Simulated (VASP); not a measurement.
# AlN (sol) in VASP: further runs

The runs below take AlN (sol) through single point, with PBEsol.

All numbers are computed with VASP 6.6.1; they aren't measurements. Logs are shortened: lines on timing, memory, paths and dates and some standing lists are left out, and cuts for length are marked.

## Step 1: The cell of the first run

Symmetry: P6_3mc, No. 186, hexagonal system. Conventional cell: a = 3.114 Å, b = 3.114 Å, c = 4.983 Å, α = 90.00°, β = 90.00°, γ = 120.00°. Al (site symmetry 3m) has 3 N at 1.80 Å within 2.4 Å. N (site symmetry 3m) has 3 Al at 1.80 Å within 2.4 Å.

## Step 2: Single point, PBEsol

INCAR

```
SYSTEM = AlN
PREC = Accurate
ENCUT = 520
EDIFF = 1E-6
ISMEAR = 0
SIGMA = 0.01
LREAL = .False.
LASPH = .True.
NELM = 60
ALGO = Normal
ISIF = 2
LWAVE = .False.
LCHARG = .False.
GGA = PS
NBANDS = 16
```

KPOINTS

```
regular mesh
0
Gamma
  9 9 6
  0 0 0
```

POSCAR

```
AlN
1.0
    3.1135756617      0.0000000000      0.0000000000
   -1.5567878308      2.6964356196      0.0000000000
    0.0000000000      0.0000000000      4.9831268447
Al N
2 2
Direct
    0.3333333333      0.6666666667     -0.0531006174
    0.6666666667      0.3333333333      0.4468993826
    0.3333333333      0.6666666667      0.4351006174
    0.6666666667      0.3333333333      0.9351006174
```

Potentials or basis: VASP PAW PBE potentials, release 64 (Al, N).

On the command line:

```
> cat potpaw_PBE.64/Al/POTCAR potpaw_PBE.64/N/POTCAR > POTCAR
> mpirun -np 1 vasp_std > vasp.out
```

OUTCAR:

```text
SYSTEM = AlN
   PREC = Accurate
   ENCUT = 520
   EDIFF = 1E-6
   ISMEAR = 0
   LREAL = .False.
   LASPH = .True.
   NELM = 60
   ISIF = 2
   GGA = PS

 ion  position               nearest neighbor table
   1  0.333  0.667  0.947-   4 1.80   4 1.80   4 1.80   3 2.43   3 2.55   2 3.07   2 3.07   2 3.07
                             2 3.07   2 3.07   2 3.07
   2  0.667  0.333  0.447-   3 1.80   3 1.80   3 1.80   4 2.43   4 2.55   1 3.07   1 3.07   1 3.07
                             1 3.07   1 3.07   1 3.07
   3  0.333  0.667  0.435-   2 1.80   2 1.80   2 1.80   1 2.43   1 2.55
   4  0.667  0.333  0.935-   1 1.80   1 1.80   1 1.80   2 2.43   2 2.55

  LATTYP: Found a hexagonal cell.
 ALAT       =     3.1135756617
 C/A-ratio  =     1.6004515021

  Lattice vectors:

 A1 = (   3.1135756617,   0.0000000000,   0.0000000000)
 A2 = (  -1.5567878308,   2.6964356196,   0.0000000000)
 A3 = (   0.0000000000,   0.0000000000,   4.9831268447)

Analysis of symmetry for initial positions (statically):
=====================================================================
 Subroutine PRICEL returns:
 Original cell was already a primitive cell.

 Routine SETGRP: Setting up the symmetry group for a
 hexagonal supercell.

 Subroutine GETGRP returns: Found 12 space group operations
 (whereof  6 operations were pure point group operations)
 out of a pool of 24 trial point group operations.

The static configuration has the point symmetry C_3v.
 The point group associated with its full space group is C_6v.

Analysis of symmetry for dynamics (positions and initial velocities):
=====================================================================
 Subroutine PRICEL returns:
 Original cell was already a primitive cell.

 Routine SETGRP: Setting up the symmetry group for a
 hexagonal supercell.

 Subroutine GETGRP returns: Found 12 space group operations
 (whereof  6 operations were pure point group operations)
 out of a pool of 24 trial point group operations.

The dynamic configuration has the point symmetry C_3v.
 The point group associated with its full space group is C_6v.

 Subroutine INISYM returns: Found 12 space group operations
 (whereof  6 operations are pure point group operations),
 and found     1 'primitive' translations

----------------------------------------------------------------------------------------

                                     Primitive cell

  volume of cell :      41.8361

  direct lattice vectors                    reciprocal lattice vectors
     3.113575662  0.000000000  0.000000000     0.321174145  0.185429979  0.000000000
    -1.556787831  2.696435620  0.000000000     0.000000000  0.370859958  0.000000000
     0.000000000  0.000000000  4.983126845     0.000000000  0.000000000  0.200677212

  length of vectors
     3.113575662  3.113575662  4.983126845     0.370859958  0.370859958  0.200677212

  position of ions in fractional coordinates (direct lattice)
     0.333333333  0.666666667  0.946899383
     0.666666667  0.333333333  0.446899383
     0.333333333  0.666666667  0.435100617
     0.666666667  0.333333333  0.935100617

  ion indices of the primitive-cell ions
   primitive index   ion index
                 1           1
                 2           2
                 3           3
                 4           4

----------------------------------------------------------------------------------------

 KPOINTS: regular mesh

Automatic generation of k-mesh.
 Grid dimensions read from file:
 generate k-points for:    9    9    6

 Generating k-lattice:

  Cartesian coordinates                     Fractional coordinates (reciprocal lattice)
     0.035686016  0.020603331  0.000000000     0.111111111  0.000000000  0.000000000
     0.000000000  0.041206662  0.000000000     0.000000000  0.111111111  0.000000000
     0.000000000  0.000000000  0.033446202     0.000000000  0.000000000  0.166666667

  Length of vectors
     0.041206662  0.041206662  0.033446202

  Shift w.r.t. Gamma in fractional coordinates (k-lattice)
     0.000000000  0.000000000  0.000000000

 Subroutine IBZKPT returns following result:
 ===========================================

 Found     48 irreducible k-points:

 Following reciprocal coordinates:
            Coordinates               Weight
  0.000000  0.000000  0.000000      1.000000
  0.111111  0.000000  0.000000      6.000000
  0.222222  0.000000  0.000000      6.000000
  0.333333  0.000000  0.000000      6.000000
  0.444444  0.000000  0.000000      6.000000
  0.111111  0.111111  0.000000      6.000000
[... 16 lines left out ...]
  0.333333  0.222222  0.166667     24.000000
  0.333333  0.333333  0.166667      4.000000
 [... further k-points ...]
   k-points           NKPTS =     48   k-points in BZ     NKDIM =     48   number of bands    NBANDS=     16
   number of dos      NEDOS =    301   number of ions     NIONS =      4
   total plane-waves  NPLWV =  23040
   dimension x,y,z NGX =    24 NGY =   24 NGZ =   40
   dimension x,y,z NGXF=    48 NGYF=   48 NGZF=   80
   ions per type =               2   2
   NGX,Y,Z   is equivalent  to a cutoff of  12.81, 12.81, 13.34 a.u.
   NGXF,Y,Z  is equivalent  to a cutoff of  25.63, 25.63, 26.69 a.u.
 SYSTEM =  AlN
   PREC   = accura    normal or accurate (medium, high low for compatibility)
   ISTART =      0    job   : 0-new  1-cont  2-samecut
   ICHARG =      2    charge: 1-file 2-atom 10-const
   ISPIN  =      1    spin polarized calculation?
   LNONCOLLINEAR =      F non collinear calculations
   LSORBIT =      F    spin-orbit coupling
   LASPH  =      T    aspherical Exc in radial PAW
   ENCUT  =  520.0 eV  38.22 Ry    6.18 a.u.   5.79  5.79  9.27*2*pi/ulx,y,z
   NELM   =     60;   NELMIN=  2; NELMDL= -5     # of ELM steps
   EDIFF  = 0.1E-05   stopping-criterion for ELM
   LREAL  =      F    real-space projection
   EDIFFG = 0.1E-04   stopping-criterion for IOM
   NSW    =      0    number of steps for IOM
   IBRION =     -1    ionic relax: 0-MD 1-quasi-New 2-CG
   NFREE  =      0    steps in history (QN), initial steepest desc. (CG)
   ISIF   =      2    stress and relaxation
   ISYM   =      2    0-nonsym 1-usesym 2-fastsym
   POTIM  = 0.5000    time-step for ionic-motion
   TEBEG  =    0.0;   TEEND  =   0.0 temperature during run
   PSTRESS=    0.0 pullay stress
   NELECT =      16.0000    total number of electrons
   NUPDOWN=      -1.0000    fix difference up-down
   EMIN   =  10.00;   EMAX   =-10.00  energy-range for DOS
   EFERMI =   0.00;   METHOD = LEGACY
   ISMEAR =     0;   SIGMA  =   0.01  broadening in eV -4-tet -1-fermi 0-gaus
   EFERMI_NEDOS =   21; number of points for ismear=-14 and -15
   IALGO  =     38    algorithm
   IMIX   =      4    mixing-type and parameters
     AMIX     =   0.40;   BMIX     =  1.00
     AMIX_MAG =   1.60;   BMIX_MAG =  1.00
  volume/ion in A,a.u.               =      10.46        70.58
  Fermi-wavevector in a.u.,A,eV,Ry     =   1.188313  2.245587 19.212636  1.412089
  Thomas-Fermi vector in A             =   2.324446
   LORBIT       =      0    0 simple, 1 ext, 2 COOP (PROOUT), +10 PAW based schemes
   GGA     = PS    functional components
   LHFCALC =     F    Hartree Fock is set to
   AEXX    =    0.0000 exact exchange contribution
   IVDW    =     0    specifies the selected vdW correction
   LEPSILON=     F    determine dielectric tensor
   LRPA    =     F    only Hartree local field effects (RPA)
 non-spin polarized calculation
 Gauss-broadening in eV      SIGMA  =   0.01
  energy-cutoff  :      520.00
  volume of cell :       41.84
 maximum number of plane-waves:      1152
 NGX is ok and might be reduce to    24
   NGX = 11   NGY = 11   NGZ = 19

 number of electron      15.9999998 magnetization

 Free energy of the ion-electron system (eV)
  ---------------------------------------------------
  ext. energy  EPLUGINS =         0.00000000
  ---------------------------------------------------
  free energy    TOTEN  =       -30.28599771 eV

  energy without entropy =      -30.28599771  energy(sigma->0) =      -30.28599771

 E-fermi :   7.2970     XC(G=0): -11.0879

 val. band max:        7.2322760086   @ k =   0.0000   0.0000   0.0000
 cond. band min:       9.9065630440   @ k =   0.0000   0.0000   0.0000
 fundamental gap:      2.6742870353
 Fermi energy:         7.2970265630

 k-point     1 :       0.0000    0.0000    0.0000
  band No.  band energies     occupation
      1      -9.1562      2.00000
      2      -7.0557      2.00000
      3       0.4041      2.00000
      4       4.6485      2.00000
      5       4.6485      2.00000
      6       5.2925      2.00000
[... 8 lines left out ...]
     15      18.6017      0.00000
     16      18.6017      0.00000

 k-point     2 :       0.1111    0.0000    0.0000
  band No.  band energies     occupation
      1      -8.9973      2.00000
      2      -6.9607      2.00000
      3       0.5931      2.00000
      4       4.0172      2.00000
      5       4.4802      2.00000
      6       4.6852      2.00000
[... 8 lines left out ...]
     15      18.4292      0.00000
     16      19.0224      0.00000

 k-point     3 :       0.2222    0.0000    0.0000
  band No.  band energies     occupation
      1      -8.5461      2.00000
      2      -6.7211      2.00000
      3       1.1460      2.00000
      4       2.6271      2.00000
      5       3.5095      2.00000
      6       4.1269      2.00000
[... 8 lines left out ...]
     15      18.6004      0.00000
     16      18.6863      0.00000

 k-point     4 :       0.3333    0.0000    0.0000
  band No.  band energies     occupation
      1      -7.8956      2.00000
      2      -6.4831      2.00000
      3       1.2667      2.00000
      4       2.0049      2.00000
      5       2.3785      2.00000
      6       3.7933      2.00000
[... 8 lines left out ...]
     15      17.7754      0.00000
     16      20.1430      0.00000
[... 324 lines left out ...]
 k-point    22 :       0.2222    0.2222    0.1667
  band No.  band energies     occupation
      1      -7.4838      2.00000
      2      -6.4853      2.00000
      3       1.3867      2.00000
      4       1.4263      2.00000
      5       3.1372      2.00000
      6       3.1595      2.00000
[... 8 lines left out ...]
     15      17.0181      0.00000
     16      20.7607      0.00000

 k-point    23 :       0.3333    0.2222    0.1667
  band No.  band energies     occupation
      1      -6.9563      2.00000
      2      -6.4638      2.00000
      3       0.8162      2.00000
      4       1.5437      2.00000
      5       2.3573      2.00000
      6       3.4899      2.00000
[... 8 lines left out ...]
     15      17.6692      0.00000
     16      20.7790      0.00000

 k-point    24 :       0.3333    0.3333    0.1667
  band No.  band energies     occupation
      1      -6.6126      2.00000
      2      -6.6126      2.00000
      3       1.0434      2.00000
      4       1.7414      2.00000
      5       1.7414      2.00000
      6       2.9241      2.00000
[... 8 lines left out ...]
     15      17.7437      0.00000
     16      21.2681      0.00000

 [... further k-points ...]
[... 5 lines left out ...]
  --------------------------------------------------------------------------------------
  -------------------------------------------------------------------------------------
  Total        4.8762143      4.8762143     -3.2097670      0.0000000      0.0000000      0.0000000
  in kB      186.7419735    186.7419735   -122.9228629      0.0000000      0.0000000      0.0000000
  external PRESSURE =      83.5203613 kB  Pullay stress =       0.0000000 kB

 VOLUME and BASIS-vectors are now :
 -----------------------------------------------------------------------------
  energy-cutoff  :      520.00
  volume of cell :       41.84
      direct lattice vectors                 reciprocal lattice vectors
     3.113575662  0.000000000  0.000000000     0.321174145  0.185429979  0.000000000
    -1.556787831  2.696435620  0.000000000     0.000000000  0.370859958  0.000000000
     0.000000000  0.000000000  4.983126845     0.000000000  0.000000000  0.200677212

 POSITION                                       TOTAL-FORCE (eV/Angst)
 -----------------------------------------------------------------------------------
     -0.00000      1.79762      4.71852        -0.000000      0.000000      0.350724
      1.55679      0.89881      2.22696         0.000000     -0.000000      0.350724
     -0.00000      1.79762      2.16816        -0.000000     -0.000000     -0.350724
      1.55679      0.89881      4.65972        -0.000000     -0.000000     -0.350724
 -----------------------------------------------------------------------------------
    total drift:                                0.000000      0.000000      0.000042

  FREE ENERGIE OF THE ION-ELECTRON SYSTEM (eV)
  ---------------------------------------------------
  free  energy   TOTEN  =       -30.2859977083 eV

  energy  without entropy=      -30.2859977083  energy(sigma->0) =      -30.28599771
```

Wall time 15 s (1 thread of AMD EPYC 9R14 (Zen 4), shared host); peak memory 0.14 GiB.

Results:

```yaml
Free_energy: -30.2860 eV
Pressure: 8.4 GPa
Largest_force: 0.351 eV/Å
Band_gap_on_the_k_mesh: 2.67 eV, direct
```

Forces on the atoms (eV/Å):
```
Al   0.000  0.000  0.351
Al   0.000  0.000  0.351
N    0.000  0.000 -0.351
N    0.000  0.000 -0.351
```

Caveat: the PAW data sets were made with another functional, which shifts forces and pressure a little.

## Step 3: Single point, PBEsol

INCAR

```
SYSTEM = AlN
PREC     = Accurate       ! precision mode
ENCUT    = 520            ! plane-wave cutoff, eV
EDIFF    = 1E-6           ! SCF threshold, eV
ISMEAR   = 0              ! smearing method
SIGMA    = 0.01           ! smearing width, eV
LREAL    = .FALSE.        ! projectors in reciprocal space
LASPH    = .TRUE.         ! aspherical terms in the spheres
NELM     = 100            ! most SCF steps
ALGO     = Normal         ! electronic algorithm
ISIF     = 2              ! what is computed and relaxed
LWAVE    = .FALSE.        ! write WAVECAR
LCHARG   = .TRUE.         ! write CHGCAR
GGA      = PS             ! functional
LELF     = .TRUE.         ! ELF
LVHAR    = .TRUE.       
NBANDS   = 16             ! bands
```

KPOINTS

```
Automatic mesh
0
G
  9 9 6
  0 0 0
```

POSCAR

```
AlN
1.0
    3.1135756617      0.0000000000      0.0000000000
   -1.5567878308      2.6964356196      0.0000000000
    0.0000000000      0.0000000000      4.9831268447
Al N
2 2
Direct
    0.3333333333      0.6666666667     -0.0590000000
    0.6666666667      0.3333333333      0.4410000000
    0.3333333333      0.6666666667      0.4410000000
    0.6666666667      0.3333333333      0.9410000000
```

Potentials or basis: VASP PAW PBE potentials, release 64 (Al, N).

On the command line:

```
> cat potpaw_PBE.64/Al/POTCAR potpaw_PBE.64/N/POTCAR > POTCAR
> mpirun -np 1 vasp_std > vasp.out
```

It took 16 s on 1 thread of AMD EPYC 9R14 (Zen 4), shared host; peak memory 0.14 GiB.

It converged, with:

| Quantity | Value |
| --- | --- |
| Free energy | -30.2653 eV |
| Pressure | 8.5 GPa |
| Band gap on the k mesh | 2.65 eV, direct |

Stress tensor (GPa, compression positive):
```
 18.94   0.00   0.00
  0.00  18.94   0.00
  0.00   0.00 -12.28
```

Levels at points of the mesh, in eV from the valence-band top:
```
           k point  band 4  band 5  band 6  band 7  band 8  band 9  band 10  band 11  band 12  band 13
(0.00, 0.00, 0.00)   -2.61   -2.61   -1.96   -1.96    0.00    2.65     5.59     9.71     9.71     9.73
(0.00, 0.00, 0.50)   -4.04   -2.29   -2.29   -2.29   -2.29    5.52     5.52     8.95     8.95    10.05
```

Caveat: the PAW data sets were made with another functional, which shifts forces and pressure a little.
